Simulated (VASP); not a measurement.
# Rh (Fm-3m) in VASP: settings compared

Aim: see how the results for Rh move with the level of theory and the settings. Levels: r2SCAN, PBEsol. Tasks: single point.

Program: VASP 6.6.1. These are calculated values, not measurements. Logs are shortened: lines on timing, memory, paths and dates and some standing lists are left out, and cuts for length are marked.

### Step 1. The cell of the first run

Symmetry: Fm-3m, No. 225, cubic system. The conventional cell has a = 3.806 Å, b = 3.806 Å, c = 3.806 Å, α = 90.00°, β = 90.00°, γ = 90.00°. Rh (site symmetry m-3m) has 12 Rh at 2.69 Å within 3.5 Å.

### Step 2. Single point, r2SCAN

POSCAR reads:

```
Rh
1.0
    0.0000000000      1.9029860865      1.9029860865
    1.9029860865      0.0000000000      1.9029860865
    1.9029860865      1.9029860865      0.0000000000
Rh
1
Direct
    0.0000000000      0.0000000000      0.0000000000
```

INCAR.step1 reads:

```
  PREC = Accurate
  ENCUT = 550
  ISMEAR = -1
  SIGMA = 0.05
  LREAL = False
  LASPH = True
  NELM = 120
  NBANDS = 14
  GGA = PE
  ALGO = Normal
  EDIFF = 1E-5
  LWAVE = True
  LCHARG = False
  GGA_COMPAT = False
```

INCAR.step2 reads:

```
  PREC = Accurate
  ENCUT = 550
  EDIFF = 1E-6
  ISMEAR = -1
  SIGMA = 0.05
  LREAL = False
  LASPH = True
  NELM = 120
  ALGO = Normal
  ISIF = 2
  LWAVE = False
  LCHARG = True
  METAGGA = R2SCAN
  LMIXTAU = True
  LELF = True
  LVHAR = True
  NBANDS = 14
  ISTART = 1
  GGA_COMPAT = False
```

KPOINTS reads:

```
regular mesh
0
Gamma
  18 18 18
```

Potentials or basis: VASP PAW PBE potentials, release 64 (Rh_pv).

Run with:

```console
$ cat potpaw_PBE.64/Rh_pv/POTCAR > POTCAR
$ cp INCAR.step1 INCAR
$ mpirun -np 1 vasp_std > vasp.out
$ cp INCAR.step2 INCAR
$ mpirun -np 1 vasp_std > vasp.out
```

OUTCAR:

```text
PREC = Accurate
   ENCUT = 550
   EDIFF = 1E-6
   ISMEAR = -1
   LREAL = False
   LASPH = True
   NELM = 120
   ISIF = 2
   METAGGA = R2SCAN
   ISTART = 1

 ion  position               nearest neighbor table
   1  0.000  0.000  0.000-

  LATTYP: Found a face centered cubic cell.
 ALAT       =     3.8059721730

  Lattice vectors:

 A1 = (   0.0000000000,   1.9029860865,   1.9029860865)
 A2 = (   1.9029860865,   0.0000000000,   1.9029860865)
 A3 = (   1.9029860865,   1.9029860865,   0.0000000000)

Analysis of symmetry for initial positions (statically):
=====================================================================
 Subroutine PRICEL returns:
 Original cell was already a primitive cell.

 Routine SETGRP: Setting up the symmetry group for a
 face centered cubic supercell.

 Subroutine GETGRP returns: Found 48 space group operations
 (whereof 48 operations were pure point group operations)
 out of a pool of 48 trial point group operations.

The static configuration has the point symmetry O_h .

Analysis of symmetry for dynamics (positions and initial velocities):
=====================================================================
 Subroutine PRICEL returns:
 Original cell was already a primitive cell.

 Routine SETGRP: Setting up the symmetry group for a
 face centered cubic supercell.

 Subroutine GETGRP returns: Found 48 space group operations
 (whereof 48 operations were pure point group operations)
 out of a pool of 48 trial point group operations.

The dynamic configuration has the point symmetry O_h .

 Subroutine INISYM returns: Found 48 space group operations
 (whereof 48 operations are pure point group operations),
 and found     1 'primitive' translations

----------------------------------------------------------------------------------------

                                     Primitive cell

  volume of cell :      13.7828

  direct lattice vectors                    reciprocal lattice vectors
     0.000000000  1.902986086  1.902986086    -0.262744958  0.262744958  0.262744958
     1.902986086  0.000000000  1.902986086     0.262744958 -0.262744958  0.262744958
     1.902986086  1.902986086  0.000000000     0.262744958  0.262744958 -0.262744958

  length of vectors
     2.691228733  2.691228733  2.691228733     0.455087617  0.455087617  0.455087617

  position of ions in fractional coordinates (direct lattice)
     0.000000000  0.000000000  0.000000000

  ion indices of the primitive-cell ions
   primitive index   ion index
                 1           1

----------------------------------------------------------------------------------------

 KPOINTS: regular mesh

Automatic generation of k-mesh.
 Grid dimensions read from file:
 generate k-points for:   18   18   18

 Generating k-lattice:

  Cartesian coordinates                     Fractional coordinates (reciprocal lattice)
    -0.014596942  0.014596942  0.014596942     0.055555556  0.000000000  0.000000000
     0.014596942 -0.014596942  0.014596942     0.000000000  0.055555556  0.000000000
     0.014596942  0.014596942 -0.014596942     0.000000000  0.000000000  0.055555556

  Length of vectors
     0.025282645  0.025282645  0.025282645

  Shift w.r.t. Gamma in fractional coordinates (k-lattice)
     0.000000000  0.000000000  0.000000000

 Subroutine IBZKPT returns following result:
 ===========================================

 Found    195 irreducible k-points:

 Following reciprocal coordinates:
            Coordinates               Weight
  0.000000  0.000000  0.000000      1.000000
  0.055556  0.000000  0.000000      8.000000
  0.111111  0.000000  0.000000      8.000000
  0.166667  0.000000  0.000000      8.000000
  0.222222  0.000000  0.000000      8.000000
  0.277778  0.000000  0.000000      8.000000
[... 16 lines left out ...]
 -0.277778  0.055556  0.000000     24.000000
 -0.222222  0.055556  0.000000     24.000000
 [... further k-points ...]
   k-points           NKPTS =    195   k-points in BZ     NKDIM =    195   number of bands    NBANDS=     14
   number of dos      NEDOS =    301   number of ions     NIONS =      1
   total plane-waves  NPLWV =  13824
   dimension x,y,z NGX =    24 NGY =   24 NGZ =   24
   dimension x,y,z NGXF=    48 NGYF=   48 NGZF=   48
   ions per type =               1
   NGX,Y,Z   is equivalent  to a cutoff of  14.83, 14.83, 14.83 a.u.
   NGXF,Y,Z  is equivalent  to a cutoff of  29.65, 29.65, 29.65 a.u.
 SYSTEM =  unknown system
   PREC   = accura    normal or accurate (medium, high low for compatibility)
   ISTART =      1    job   : 0-new  1-cont  2-samecut
   ICHARG =      0    charge: 1-file 2-atom 10-const
   ISPIN  =      1    spin polarized calculation?
   LNONCOLLINEAR =      F non collinear calculations
   LSORBIT =      F    spin-orbit coupling
   LASPH  =      T    aspherical Exc in radial PAW
   ENCUT  =  550.0 eV  40.42 Ry    6.36 a.u.   5.15  5.15  5.15*2*pi/ulx,y,z
   NELM   =    120;   NELMIN=  2; NELMDL=  0     # of ELM steps
   EDIFF  = 0.1E-05   stopping-criterion for ELM
   LREAL  =      F    real-space projection
   EDIFFG = 0.1E-04   stopping-criterion for IOM
   NSW    =      0    number of steps for IOM
   IBRION =     -1    ionic relax: 0-MD 1-quasi-New 2-CG
   NFREE  =      0    steps in history (QN), initial steepest desc. (CG)
   ISIF   =      2    stress and relaxation
   ISYM   =      2    0-nonsym 1-usesym 2-fastsym
   POTIM  = 0.5000    time-step for ionic-motion
   TEBEG  =    0.0;   TEEND  =   0.0 temperature during run
   PSTRESS=    0.0 pullay stress
   NELECT =      15.0000    total number of electrons
   NUPDOWN=      -1.0000    fix difference up-down
   EMIN   =  10.00;   EMAX   =-10.00  energy-range for DOS
   EFERMI =   0.00;   METHOD = LEGACY
   ISMEAR =    -1;   SIGMA  =   0.05  broadening in eV -4-tet -1-fermi 0-gaus
   EFERMI_NEDOS =   21; number of points for ismear=-14 and -15
   IALGO  =     38    algorithm
   IMIX   =      4    mixing-type and parameters
     AMIX     =   0.40;   BMIX     =  1.00
     AMIX_MAG =   1.60;   BMIX_MAG =  1.00
  volume/ion in A,a.u.               =      13.78        93.01
  Fermi-wavevector in a.u.,A,eV,Ry     =   1.683939  3.182183 38.581359  2.835650
  Thomas-Fermi vector in A             =   2.767050
   LORBIT       =      0    0 simple, 1 ext, 2 COOP (PROOUT), +10 PAW based schemes
   METAGGA = R2SCAN    functional components
   LHFCALC =     F    Hartree Fock is set to
   AEXX    =    0.0000 exact exchange contribution
   IVDW    =     0    specifies the selected vdW correction
   LEPSILON=     F    determine dielectric tensor
   LRPA    =     F    only Hartree local field effects (RPA)
 non-spin polarized calculation
  energy-cutoff  :      550.00
  volume of cell :       13.78
 maximum number of plane-waves:       419
 NGX is ok and might be reduce to    24
   NGX = 11   NGY = 11   NGZ = 11

 number of electron      15.0000002 magnetization

 Free energy of the ion-electron system (eV)
  ---------------------------------------------------
  ext. energy  EPLUGINS =         0.00000000
  ---------------------------------------------------
  free energy    TOTEN  =       -24.14190445 eV

  energy without entropy =      -24.13103411  energy(sigma->0) =      -24.13646928

 E-fermi :  11.6908     XC(G=0): -15.1886

 val. band max:       11.6695500709   @ k =   0.5000   0.3889   0.0556
 cond. band min:      11.6926562783   @ k =   0.5000   0.2222   0.1111
 fundamental gap:      0.0231062073
 Fermi energy:        11.6908067453

 k-point     1 :       0.0000    0.0000    0.0000
  band No.  band energies     occupation
      1     -36.1002      2.00000
      2     -36.1002      2.00000
      3     -36.1002      2.00000
      4       3.5254      2.00000
      5       8.5255      2.00000
      6       8.5255      2.00000
      7       8.5255      2.00000
      8      10.6167      2.00000
      9      10.6167      2.00000
     10      28.4050      0.00000
     11      29.0656      0.00000
     12      34.1423      0.00000
     13      34.1423      0.00000
     14      34.1423      0.00000

 k-point     2 :       0.0556    0.0000    0.0000
  band No.  band energies     occupation
      1     -36.1245      2.00000
      2     -36.1034      2.00000
      3     -36.1034      2.00000
      4       3.6556      2.00000
      5       8.4677      2.00000
      6       8.5762      2.00000
      7       8.5762      2.00000
      8      10.5886      2.00000
      9      10.5886      2.00000
     10      28.5909      0.00000
     11      29.0658      0.00000
     12      33.4242      0.00000
     13      34.3290      0.00000
     14      34.3290      0.00000

 k-point     3 :       0.1111    0.0000    0.0000
  band No.  band energies     occupation
      1     -36.1944      2.00000
      2     -36.1129      2.00000
      3     -36.1129      2.00000
      4       4.0286      2.00000
      5       8.3238      2.00000
      6       8.7082      2.00000
      7       8.7082      2.00000
      8      10.5290      2.00000
      9      10.5290      2.00000
     10      29.0658      0.00000
     11      29.0857      0.00000
     12      31.9208      0.00000
     13      34.8703      0.00000
     14      34.8703      0.00000
[... 324 lines left out ...]
 k-point    23 :      -0.2778    0.0556    0.0000
  band No.  band energies     occupation
      1     -36.6074      2.00000
      2     -36.1962      2.00000
      3     -36.1621      2.00000
      4       5.6560      2.00000
      5       8.6733      2.00000
      6       8.8505      2.00000
      7       8.9078      2.00000
      8      10.8376      2.00000
      9      11.6280      1.55646
     10      26.0529      0.00000
     11      29.0662      0.00000
     12      29.7247      0.00000
     13      35.3240      0.00000
     14      37.9273      0.00000

 k-point    24 :      -0.2222    0.0556    0.0000
  band No.  band energies     occupation
      1     -36.4771      2.00000
      2     -36.1769      2.00000
      3     -36.1430      2.00000
      4       5.4138      2.00000
      5       8.1898      2.00000
      6       8.9164      2.00000
      7       8.9687      2.00000
      8      10.4417      2.00000
      9      11.1487      1.99996
     10      27.8997      0.00000
     11      29.0667      0.00000
     12      30.1661      0.00000
     13      35.6059      0.00000
     14      37.5592      0.00000

 [... further k-points ...]

------------------------ aborting loop because EDIFF is reached ----------------------------------------

  FORCE on cell =-STRESS in cart. coord.  units (eV):
  Direction    XX          YY          ZZ          XY          YZ          ZX
  --------------------------------------------------------------------------------------
  -------------------------------------------------------------------------------------
  Total       -0.0160485     -0.0160485     -0.0160485      0.0000000     -0.0000000      0.0000000
  in kB       -1.8655502     -1.8655502     -1.8655502      0.0000000     -0.0000000      0.0000000
  external PRESSURE =      -1.8655502 kB  Pullay stress =       0.0000000 kB

 VOLUME and BASIS-vectors are now :
 -----------------------------------------------------------------------------
  energy-cutoff  :      550.00
  volume of cell :       13.78
      direct lattice vectors                 reciprocal lattice vectors
     0.000000000  1.902986086  1.902986086    -0.262744958  0.262744958  0.262744958
     1.902986086  0.000000000  1.902986086     0.262744958 -0.262744958  0.262744958
     1.902986086  1.902986086  0.000000000     0.262744958  0.262744958 -0.262744958

 POSITION                                       TOTAL-FORCE (eV/Angst)
 -----------------------------------------------------------------------------------
      0.00000      0.00000      0.00000        -0.000000      0.000000      0.000000
 -----------------------------------------------------------------------------------
    total drift:                                0.000000      0.000000      0.000000

  FREE ENERGIE OF THE ION-ELECTRON SYSTEM (eV)
  ---------------------------------------------------
  free  energy   TOTEN  =       -24.1419044533 eV

  energy  without entropy=      -24.1310341107  energy(sigma->0) =      -24.13646928
```

Run time: 4.7 min. Hardware: 1 thread of AMD EPYC 7R43 (Zen 3), shared host; peak memory 0.13 GiB.

Results:

```yaml
Free_energy: -24.1419 eV
Pressure: -0.2 GPa
Band_gap_on_the_k_mesh: zero (an odd number of electrons rules out a gap without spin polarisation)
```

Caveat: an empty level that is flat over the whole mesh can mark a ghost state of the potentials, or a narrow d or f band; the PAW data sets were made with another functional, which shifts forces and pressure a little.

### Step 3. Single point, PBEsol

INCAR reads:

```
SYSTEM = Rh
ALGO = Normal
EDIFF = 1E-6
ENCUT = 500
GGA = PS
GGA_COMPAT = .FALSE.
ISIF = 2
ISMEAR = -1
LASPH = .TRUE.
LCHARG = .FALSE.
LREAL = .FALSE.
LWAVE = .FALSE.
NBANDS = 14
NELM = 120
PREC = Accurate
SIGMA = 0.05
```

KPOINTS reads:

```
k-points
0
G
  18 18 18
  0 0 0
```

POSCAR is that of step 2.

Potentials or basis: VASP PAW PBE potentials, release 64 (Rh_pv).

Run with:

```console
$ cat potpaw_PBE.64/Rh_pv/POTCAR > POTCAR
$ mpirun -np 1 vasp_std > vasp.out
```

Wall time 15 s (1 thread of Intel Xeon Platinum 8559C (Emerald Rapids), shared host); peak memory 0.14 GiB.

The run converged. Its results:

```
Free energy            : -8.1382 eV
Pressure               : -5.8 GPa
Band gap on the k mesh : zero (an odd number of electrons rules out a gap without spin polarisation)
```

Levels at points of the mesh, in eV from the Fermi level:
```csv
k point,band 5,band 6,band 7,band 8,band 9,band 10
"(0.00, 0.00, 0.00)",-3.09,-3.09,-3.09,-0.99,-0.99,15.93
"(0.50, 0.00, 0.00)",-3.16,-3.16,0.57,0.57,0.65,8.56
"(0.50, 0.50, 0.00)",-5.96,0.55,0.98,0.98,3.17,12.19
```

Caveat: the cell stands under tension; the PAW data sets were made with another functional, which shifts forces and pressure a little.
